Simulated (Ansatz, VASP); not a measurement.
## N: VASP beside Ansatz

```
CELL_PARAMETERS angstrom
-1.21854 1.21854 1.21854
1.21854 -1.21854 1.21854
1.21854 1.21854 -1.21854
ATOMIC_POSITIONS crystal
N 0.00000 0.00000 0.00000
```

Alike in both runs: task single point; functional PBE; k mesh 16 × 16 × 16; occupations fermi-dirac, width 0.05 eV; no spin polarisation.

|  | VASP | Ansatz |
| --- | --- | --- |
| version | VASP 6.6.1 | Ansatz 0.2.0 |
| potentials or method | VASP PAW PBE potentials, release 64 (N), cutoff 520 eV | all-electron LAPW, scalar-relativistic |

|  | VASP | Ansatz | Ansatz less VASP |
| --- | --- | --- | --- |
| pressure (GPa) | -0.3 | 0.0 | +0.26 |

Ansatz ran all-electron here, and VASP with PAW potentials.
